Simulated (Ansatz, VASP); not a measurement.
# One calculation of Hf2Zr, two programs

File INCAR:

```
SYSTEM = Hf2Zr
ALGO     = Normal         ! electronic algorithm
EDIFF    = 1E-6           ! SCF threshold, eV
EDIFFG   = -0.04          ! ionic threshold
ENCUT    = 600            ! plane-wave cutoff, eV
GGA      = PE             ! functional
IBRION   = 2              ! ionic algorithm
ISIF     = 3              ! what is computed and relaxed
ISMEAR   = 0              ! smearing method
LASPH    = .True.         ! aspherical terms in the spheres
LCHARG   = .False.        ! write CHGCAR
LREAL    = .False.        ! projectors in reciprocal space
LWAVE    = .False.        ! write WAVECAR
NELM     = 80             ! most SCF steps
NSW      = 90             ! ionic steps
PREC     = Accurate       ! precision mode
SIGMA    = 0.1            ! smearing width, eV
```

KPOINTS

```
k-points
0
Gamma
  4 4 4
  0 0 0
```

The input POSCAR:

```
Hf2Zr
1.0
    0.0000000000      3.8225993531      3.8225993531
    3.8225993531      0.0000000000      3.8225993531
    3.8225993531      3.8225993531      0.0000000000
Zr Hf
2 4
Direct
    0.0000000000      0.0000000000      0.0000000000
    0.2500000000      0.2500000000      0.2500000000
    0.6250000000      0.6250000000      0.6250000000
    0.1250000000      0.6250000000      0.6250000000
    0.6250000000      0.6250000000      0.1250000000
    0.6250000000      0.1250000000      0.6250000000
```

Input for Ansatz:

```yaml
crystal:
  lattice:
    - [0.0, 3.8225993531, 3.8225993531]
    - [3.8225993531, 0.0, 3.8225993531]
    - [3.8225993531, 3.8225993531, 0.0]
  atoms:
    - { symbol: Zr, position: [0.0, 0.0, 0.0] }
    - { symbol: Zr, position: [0.25, 0.25, 0.25] }
    - { symbol: Hf, position: [0.625, 0.625, 0.625] }
    - { symbol: Hf, position: [0.125, 0.625, 0.625] }
    - { symbol: Hf, position: [0.625, 0.625, 0.125] }
    - { symbol: Hf, position: [0.625, 0.125, 0.625] }
basis:
  ecutwfc: 420
kpoints:
  mp_grid: { grid: [4, 4, 4] }
hamiltonian:
  xc: pbe
scf:
  occupations: { method: gaussian, width: 0.1 }
  lower_state_search: "off"
output:
  forces: true
  stress: true
  eigenvalues: true
relax:
  adjacent_minimum: "off"
  f_tol: 0.04
  max_steps: 70
  cell: { stress_tol: 0.4 }
```

Alike in both runs: task relaxation of cell and atoms; functional PBE; k mesh 4 × 4 × 4; occupations gaussian, width 0.1 eV; no spin polarisation.

|  | VASP | Ansatz |
| --- | --- | --- |
| version | VASP 6.6.1 | Ansatz 0.2.0 |
| potentials or method | VASP PAW PBE potentials, release 64 (Zr_sv, Hf_pv), cutoff 600 eV | scalar-relativistic, plane waves, PAW |
| valence electrons in the cell | 64 | 128 |

|  | VASP | Ansatz | Ansatz less VASP |
| --- | --- | --- | --- |
| gap on the k mesh at the Fermi level, each at its own relaxed structure (eV) | none | none | - |
| relaxed volume (Å³/atom) | 23.22 | 23.16 | -0.060 |
| relaxed length of the cell vector where the two differ most in proportion (Å) | 5.819 | 5.814 | -0.0050 |

A gap of «none» marks a metal or a gap that the smearing closes. VASP's potentials hold 64 valence electrons a cell and Ansatz's 128, so a difference there can come from the potentials and not from the codes.

Neither program's run includes spin-orbit coupling. Noted on VASP's run: the volume moved by over 15 % at a fixed basis, so the end points are rough.
